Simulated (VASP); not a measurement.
# AlN (Imm2) in VASP: a series of runs

AlN is run at these levels: PBE; tasks: single point.

Everything below comes from runs of VASP 6.6.1. Logs are shortened: lines on timing, memory, paths and dates and some standing lists are left out, and cuts for length are marked.

### Step 1. The cell of the first run

Symmetry: Imm2, No. 44, orthorhombic system. The conventional cell has a = 3.035 Å, b = 3.035 Å, c = 4.292 Å, α = 90.00°, β = 90.00°, γ = 90.00°. Al (site symmetry mm2) has 4 N at 1.81 to 1.91 Å within 2.4 Å. N (site symmetry mm2) has 4 Al at 1.81 to 1.91 Å within 2.4 Å.

### Step 2. Single point, PBE

INCAR reads:

```
SYSTEM = AlN
PREC     = Accurate       ! precision mode
ENCUT    = 520            ! plane-wave cutoff, eV
EDIFF    = 1E-6           ! SCF threshold, eV
ISMEAR   = 0              ! smearing method
SIGMA    = 0.05           ! smearing width, eV
LREAL    = .False.        ! projectors in reciprocal space
LASPH    = .True.         ! aspherical terms in the spheres
NELM     = 60             ! most SCF steps
ALGO     = Normal         ! electronic algorithm
ISIF     = 2              ! what is computed and relaxed
LWAVE    = .False.        ! write WAVECAR
LCHARG   = .False.        ! write CHGCAR
GGA      = PE             ! functional
NBANDS   = 11             ! bands
```

KPOINTS reads:

```
regular mesh
0
Gamma
  10 10 10
  0 0 0
```

POSCAR reads:

```
AlN
1.0
    0.0000000000      2.1462274258      2.1462274258
    2.1462274258      0.0000000000      2.1462274258
    2.1462274258      2.1462274258      0.0000000000
Al N
1 1
Direct
   -0.0068627833      0.0068627833      0.0068627833
    0.7632197081      0.7367802919      0.7367802919
```

Potentials or basis: VASP PAW PBE potentials, release 64 (Al, N).

Started as:

```bash
$ cat potpaw_PBE.64/Al/POTCAR potpaw_PBE.64/N/POTCAR > POTCAR
$ mpirun -np 1 vasp_std > vasp.out
```

OUTCAR:

```text
SYSTEM = AlN
   PREC = Accurate
   ENCUT = 520
   EDIFF = 1E-6
   ISMEAR = 0
   LREAL = .False.
   LASPH = .True.
   NELM = 60
   ISIF = 2
   GGA = PE

 ion  position               nearest neighbor table
   1  0.993  0.007  0.007-   2 1.81   2 1.81   2 1.91   2 1.91
   2  0.763  0.737  0.737-   1 1.81   1 1.81   1 1.91   1 1.91

  LATTYP: Found a face centered cubic cell.
 ALAT       =     4.2924548516

  Lattice vectors:

 A1 = (   0.0000000000,   2.1462274258,   2.1462274258)
 A2 = (   2.1462274258,   0.0000000000,   2.1462274258)
 A3 = (   2.1462274258,   2.1462274258,   0.0000000000)

Analysis of symmetry for initial positions (statically):
=====================================================================
 Subroutine PRICEL returns:
 Original cell was already a primitive cell.

 Routine SETGRP: Setting up the symmetry group for a
 face centered cubic supercell.

 Subroutine GETGRP returns: Found  4 space group operations
 (whereof  4 operations were pure point group operations)
 out of a pool of 48 trial point group operations.

The static configuration has the point symmetry C_2v.

Analysis of symmetry for dynamics (positions and initial velocities):
=====================================================================
 Subroutine PRICEL returns:
 Original cell was already a primitive cell.

 Routine SETGRP: Setting up the symmetry group for a
 face centered cubic supercell.

 Subroutine GETGRP returns: Found  4 space group operations
 (whereof  4 operations were pure point group operations)
 out of a pool of 48 trial point group operations.

The dynamic configuration has the point symmetry C_2v.

 Subroutine INISYM returns: Found  4 space group operations
 (whereof  4 operations are pure point group operations),
 and found     1 'primitive' translations

----------------------------------------------------------------------------------------

                                     Primitive cell

  volume of cell :      19.7723

  direct lattice vectors                    reciprocal lattice vectors
     0.000000000  2.146227426  2.146227426    -0.232966923  0.232966923  0.232966923
     2.146227426  0.000000000  2.146227426     0.232966923 -0.232966923  0.232966923
     2.146227426  2.146227426  0.000000000     0.232966923  0.232966923 -0.232966923

  length of vectors
     3.035223934  3.035223934  3.035223934     0.403510548  0.403510548  0.403510548

  position of ions in fractional coordinates (direct lattice)
     0.993137217  0.006862783  0.006862783
     0.763219708  0.736780292  0.736780292

  ion indices of the primitive-cell ions
   primitive index   ion index
                 1           1
                 2           2

----------------------------------------------------------------------------------------

 KPOINTS: regular mesh

Automatic generation of k-mesh.
 Grid dimensions read from file:
 generate k-points for:   10   10   10

 Generating k-lattice:

  Cartesian coordinates                     Fractional coordinates (reciprocal lattice)
    -0.023296692  0.023296692  0.023296692     0.100000000  0.000000000  0.000000000
     0.023296692 -0.023296692  0.023296692     0.000000000  0.100000000  0.000000000
     0.023296692  0.023296692 -0.023296692     0.000000000  0.000000000  0.100000000

  Length of vectors
     0.040351055  0.040351055  0.040351055

  Shift w.r.t. Gamma in fractional coordinates (k-lattice)
     0.000000000  0.000000000  0.000000000

 Subroutine IBZKPT returns following result:
 ===========================================

 Found    171 irreducible k-points:

 Following reciprocal coordinates:
            Coordinates               Weight
  0.000000  0.000000  0.000000      1.000000
  0.100000  0.000000  0.000000      4.000000
  0.000000  0.100000  0.000000      4.000000
  0.200000  0.000000  0.000000      4.000000
  0.000000  0.200000  0.000000      4.000000
  0.300000  0.000000  0.000000      4.000000
[... 16 lines left out ...]
  0.000000  0.400000  0.100000      4.000000
  0.100000  0.000000  0.400000      8.000000
 [... further k-points ...]
   k-points           NKPTS =    171   k-points in BZ     NKDIM =    171   number of bands    NBANDS=     11
   number of dos      NEDOS =    301   number of ions     NIONS =      2
   total plane-waves  NPLWV =  13824
   dimension x,y,z NGX =    24 NGY =   24 NGZ =   24
   dimension x,y,z NGXF=    48 NGYF=   48 NGZF=   48
   ions per type =               1   1
   NGX,Y,Z   is equivalent  to a cutoff of  13.15, 13.15, 13.15 a.u.
   NGXF,Y,Z  is equivalent  to a cutoff of  26.29, 26.29, 26.29 a.u.
 SYSTEM =  AlN
   PREC   = accura    normal or accurate (medium, high low for compatibility)
   ISTART =      0    job   : 0-new  1-cont  2-samecut
   ICHARG =      2    charge: 1-file 2-atom 10-const
   ISPIN  =      1    spin polarized calculation?
   LNONCOLLINEAR =      F non collinear calculations
   LSORBIT =      F    spin-orbit coupling
   LASPH  =      T    aspherical Exc in radial PAW
   ENCUT  =  520.0 eV  38.22 Ry    6.18 a.u.   5.64  5.64  5.64*2*pi/ulx,y,z
   NELM   =     60;   NELMIN=  2; NELMDL= -5     # of ELM steps
   EDIFF  = 0.1E-05   stopping-criterion for ELM
   LREAL  =      F    real-space projection
   EDIFFG = 0.1E-04   stopping-criterion for IOM
   NSW    =      0    number of steps for IOM
   IBRION =     -1    ionic relax: 0-MD 1-quasi-New 2-CG
   NFREE  =      0    steps in history (QN), initial steepest desc. (CG)
   ISIF   =      2    stress and relaxation
   ISYM   =      2    0-nonsym 1-usesym 2-fastsym
   POTIM  = 0.5000    time-step for ionic-motion
   TEBEG  =    0.0;   TEEND  =   0.0 temperature during run
   PSTRESS=    0.0 pullay stress
   NELECT =       8.0000    total number of electrons
   NUPDOWN=      -1.0000    fix difference up-down
   EMIN   =  10.00;   EMAX   =-10.00  energy-range for DOS
   EFERMI =   0.00;   METHOD = LEGACY
   ISMEAR =     0;   SIGMA  =   0.05  broadening in eV -4-tet -1-fermi 0-gaus
   EFERMI_NEDOS =   21; number of points for ismear=-14 and -15
   IALGO  =     38    algorithm
   IMIX   =      4    mixing-type and parameters
     AMIX     =   0.40;   BMIX     =  1.00
     AMIX_MAG =   1.60;   BMIX_MAG =  1.00
  volume/ion in A,a.u.               =       9.89        66.72
  Fermi-wavevector in a.u.,A,eV,Ry     =   1.210837  2.288151 19.947865  1.466127
  Thomas-Fermi vector in A             =   2.346371
   LORBIT       =      0    0 simple, 1 ext, 2 COOP (PROOUT), +10 PAW based schemes
   GGA     = PE    functional components
   LHFCALC =     F    Hartree Fock is set to
   AEXX    =    0.0000 exact exchange contribution
   IVDW    =     0    specifies the selected vdW correction
   LEPSILON=     F    determine dielectric tensor
   LRPA    =     F    only Hartree local field effects (RPA)
 non-spin polarized calculation
 Gauss-broadening in eV      SIGMA  =   0.05
  energy-cutoff  :      520.00
  volume of cell :       19.77
 maximum number of plane-waves:       547
   NGX = 11   NGY = 11   NGZ = 11

 number of electron       8.0000001 magnetization

 Free energy of the ion-electron system (eV)
  ---------------------------------------------------
  ext. energy  EPLUGINS =         0.00000000
  ---------------------------------------------------
  free energy    TOTEN  =       -14.70733969 eV

  energy without entropy =      -14.70733969  energy(sigma->0) =      -14.70733969

 E-fermi :   6.9237     XC(G=0): -11.1633

 val. band max:        6.6967221102   @ k =   0.0000   0.0000   0.0000
 cond. band min:       9.8107525282   @ k =   0.5000   0.5000   0.0000
 fundamental gap:      3.1140304180
 Fermi energy:         6.9237178212

 k-point     1 :       0.0000    0.0000    0.0000
  band No.  band energies     occupation
      1      -8.8181      2.00000
      2       6.2356      2.00000
      3       6.4787      2.00000
      4       6.6967      2.00000
      5      11.1219      0.00000
      6      19.5346      0.00000
      7      19.5745      0.00000
      8      19.5820      0.00000
      9      24.5304      0.00000
     10      24.5768      0.00000
     11      25.7627      0.00000

 k-point     2 :       0.1000    0.0000    0.0000
  band No.  band energies     occupation
      1      -8.6631      2.00000
      2       5.7659      2.00000
      3       6.1861      2.00000
      4       6.5141      2.00000
      5      11.7988      0.00000
      6      19.1035      0.00000
      7      19.7129      0.00000
      8      19.7209      0.00000
      9      23.3485      0.00000
     10      23.3723      0.00000
     11      25.1425      0.00000

 k-point     3 :       0.0000    0.1000    0.0000
  band No.  band energies     occupation
      1      -8.6621      2.00000
      2       5.5178      2.00000
      3       6.3649      2.00000
      4       6.6416      2.00000
      5      11.7391      0.00000
      6      19.1259      0.00000
      7      19.6773      0.00000
      8      19.8080      0.00000
      9      23.1855      0.00000
     10      23.2513      0.00000
     11      25.4238      0.00000

 k-point     4 :       0.2000    0.0000    0.0000
  band No.  band energies     occupation
      1      -8.2208      2.00000
      2       4.0959      2.00000
      3       6.0626      2.00000
      4       6.3703      2.00000
      5      12.9524      0.00000
      6      18.3070      0.00000
      7      19.4782      0.00000
      8      19.6157      0.00000
      9      22.8529      0.00000
     10      22.9963      0.00000
     11      24.3249      0.00000
[... 239 lines left out ...]
 k-point    22 :       0.4000    0.1000    0.0000
  band No.  band energies     occupation
      1      -7.0199      2.00000
      2       1.5033      2.00000
      3       5.5434      2.00000
      4       5.8439      2.00000
      5      14.2540      0.00000
      6      16.3691      0.00000
      7      18.6091      0.00000
      8      18.9023      0.00000
      9      23.6213      0.00000
     10      25.7968      0.00000
     11      26.8370      0.00000

 k-point    23 :       0.0000    0.4000    0.1000
  band No.  band energies     occupation
      1      -7.0072      2.00000
      2       1.3804      2.00000
      3       5.6668      2.00000
      4       5.9851      2.00000
      5      14.1486      0.00000
      6      16.3100      0.00000
      7      18.7394      0.00000
      8      18.8569      0.00000
      9      23.5058      0.00000
     10      25.9037      0.00000
     11      26.6936      0.00000

 k-point    24 :       0.1000    0.0000    0.4000
  band No.  band energies     occupation
      1      -7.0059      2.00000
      2       1.3700      2.00000
      3       5.7372      2.00000
      4       5.9410      2.00000
      5      14.1080      0.00000
      6      16.3795      0.00000
      7      18.5671      0.00000
      8      19.0278      0.00000
      9      23.3412      0.00000
     10      26.1126      0.00000
     11      26.5296      0.00000

 [... further k-points ...]

------------------------ aborting loop because EDIFF is reached ----------------------------------------

  FORCE on cell =-STRESS in cart. coord.  units (eV):
  Direction    XX          YY          ZZ          XY          YZ          ZX
  --------------------------------------------------------------------------------------
  -------------------------------------------------------------------------------------
  Total        2.0589555      2.2918019      2.2918019      0.0000000     -1.0712607      0.0000000
  in kB      166.8400526    185.7079250    185.7079250      0.0000000    -86.8057551      0.0000000
  external PRESSURE =     179.4186342 kB  Pullay stress =       0.0000000 kB

 VOLUME and BASIS-vectors are now :
 -----------------------------------------------------------------------------
  energy-cutoff  :      520.00
  volume of cell :       19.77
      direct lattice vectors                 reciprocal lattice vectors
     0.000000000  2.146227426  2.146227426    -0.232966923  0.232966923  0.232966923
     2.146227426  0.000000000  2.146227426     0.232966923 -0.232966923  0.232966923
     2.146227426  2.146227426  0.000000000     0.232966923  0.232966923 -0.232966923

 POSITION                                       TOTAL-FORCE (eV/Angst)
 -----------------------------------------------------------------------------------
      0.02946      2.14623      2.14623        -1.457963      0.000000      0.000000
      3.16260      3.21934      3.21934         1.457963     -0.000000     -0.000000
 -----------------------------------------------------------------------------------
    total drift:                                0.000070     -0.000000     -0.000000

  FREE ENERGIE OF THE ION-ELECTRON SYSTEM (eV)
  ---------------------------------------------------
  free  energy   TOTEN  =       -14.7073396909 eV

  energy  without entropy=      -14.7073396909  energy(sigma->0) =      -14.70733969
```

It took 18 s on 1 thread of AMD EPYC 9R45 (Zen 5), shared host; peak memory 0.13 GiB.

What came out:

| Property | Result |
| --- | --- |
| Free energy | -14.7073 eV |
| Pressure | 17.9 GPa |
| Largest force | 1.458 eV/Å |
| Band gap on the k mesh | 3.11 eV, indirect (least direct gap 4.43 eV) |

Forces on the atoms (eV/Å):
```
Al  -1.458  0.000  0.000
N    1.458  0.000  0.000
```

Caveat: forces of over 1 eV/Å act on the atoms, so gaps and moduli don't describe the material at rest. A k mesh can miss the band edges.

### Step 3. Single point, PBE

INCAR reads:

```
SYSTEM = AlN
ALGO = Normal ; EDIFF = 1E-6
ENCUT = 520 ; GGA = PE
ISIF = 2 ; ISMEAR = 0
LASPH = .TRUE. ; LCHARG = .TRUE.
LELF = .TRUE. ; LREAL = .FALSE.
LVHAR = .TRUE. ; LWAVE = .FALSE.
NBANDS = 11 ; NELM = 60
PREC = Accurate ; SIGMA = 0.05
```

KPOINTS reads:

```
k-points
0
G
  10 10 10
  0 0 0
```

POSCAR reads:

```
AlN
1.0
    0.0000000000      2.1462274258      2.1462274258
    2.1462274258      0.0000000000      2.1462274258
    2.1462274258      2.1462274258      0.0000000000
Al N
1 1
Direct
   -0.0091503777      0.0091503777      0.0091503777
    0.7676262774      0.7323737226      0.7323737226
```

Potentials or basis: VASP PAW PBE potentials, release 64 (Al, N).

Started as:

```bash
$ cat potpaw_PBE.64/Al/POTCAR potpaw_PBE.64/N/POTCAR > POTCAR
$ mpirun -np 1 vasp_std > vasp.out
```

Wall time 19 s (1 thread of AMD EPYC 9R45 (Zen 5), shared host); peak memory 0.13 GiB.

It converged, with:

| Item | Value |
| --- | --- |
| Free energy | -14.6586 eV |
| Pressure | 18.8 GPa |
| Largest force | 1.933 eV/Å |
| Band gap on the k mesh | 3.04 eV, indirect (least direct gap 4.34 eV) |

Forces in eV/Å, atoms in the order of the input:
```
Al  -1.933  0.000  0.000
N    1.933  0.000  0.000
```

Stress tensor (GPa, compression positive):
```
 16.55   0.00   0.00
  0.00  19.91 -11.66
  0.00 -11.66  19.91
```

Levels at points of the mesh, in eV from the valence-band top:
```csv
k point,band 1,band 2,band 3,band 4,band 5,band 6,band 7,band 8
"(0.00, 0.00, 0.00)",-15.59,-0.61,-0.28,0.00,4.34,12.76,12.82,12.82
"(0.50, 0.00, 0.00)",-13.40,-6.29,-1.07,-0.69,7.61,9.96,11.09,11.26
"(0.00, 0.50, 0.00)",-13.37,-6.45,-0.83,-0.52,7.44,9.82,11.11,11.38
"(0.50, 0.50, 0.00)",-12.70,-5.37,-2.11,-2.09,3.04,8.55,14.30,16.13
"(0.00, 0.50, 0.50)",-12.70,-5.36,-2.35,-1.92,3.07,8.66,14.30,16.00
```

Caveat: forces of over 1 eV/Å act on the atoms, so gaps and moduli don't describe the material at rest.

### Step 4. Single point, PBE

INCAR reads:

```
SYSTEM = AlN
ALGO     = Normal         ! electronic algorithm
EDIFF    = 1E-7           ! SCF threshold, eV
ENCUT    = 520            ! plane-wave cutoff, eV
GGA      = PE             ! functional
ISIF     = 2              ! what is computed and relaxed
ISMEAR   = 0              ! smearing method
LASPH    = .True.         ! aspherical terms in the spheres
LCHARG   = .False.        ! write CHGCAR
LREAL    = .False.        ! projectors in reciprocal space
LWAVE    = .False.        ! write WAVECAR
NBANDS   = 11             ! bands
NELM     = 100            ! most SCF steps
PREC     = Accurate       ! precision mode
SIGMA    = 0.05           ! smearing width, eV
```

KPOINTS reads:

```
k-points
0
Gamma
  10 10 10
  0 0 0
```

POSCAR reads:

```
AlN
1.0
    0.0000000000      2.1462274258      2.1462274258
    2.1462274258      0.0000000000      2.1462274258
    2.1462274258      2.1462274258      0.0000000000
Al N
1 1
Direct
   -0.0045751888      0.0045751888      0.0045751888
    0.7588131387      0.7411868613      0.7411868613
```

Started as:

```bash
$ cat potpaw_PBE.64/Al/POTCAR potpaw_PBE.64/N/POTCAR > POTCAR
$ mpirun -np 1 vasp_std > vasp.out
```

Run time: 20 s. Hardware: 1 thread of AMD EPYC 9R45 (Zen 5), shared host; peak memory 0.13 GiB.

The run converged. Its results:

```yaml
Free_energy: -14.7423 eV
Pressure: 17.3 GPa
Largest_force: 0.976 eV/Å
Band_gap_on_the_k_mesh: 3.19 eV, indirect (least direct gap 4.51 eV)
```

Forces on the atoms (eV/Å):
```
Al  -0.976  0.000  0.000
N    0.976  0.000  0.000
```

Stress tensor (GPa, compression positive):
```
16.79  0.00  0.00
 0.00 17.63 -5.76
 0.00 -5.76 17.63
```

Levels at points of the mesh, in eV from the valence-band top:
```
           k point  band 1  band 2  band 3  band 4  band 5  band 6  band 7  band 8
(0.00, 0.00, 0.00)  -15.44   -0.31   -0.15    0.00    4.51   12.92   12.94   12.95
(0.50, 0.00, 0.00)  -13.24   -6.19   -0.78   -0.59    7.75   10.10   11.27   11.36
(0.00, 0.50, 0.00)  -13.23   -6.27   -0.67   -0.50    7.65   10.03   11.29   11.41
(0.50, 0.50, 0.00)  -12.55   -5.22   -1.98   -1.97    3.19    8.76   14.51   16.25
(0.00, 0.50, 0.50)  -12.55   -5.22   -2.09   -1.87    3.20    8.79   14.51   16.19
```

A k mesh can miss the band edges. PBE gaps usually lie below the measured ones, often by a third to a half.
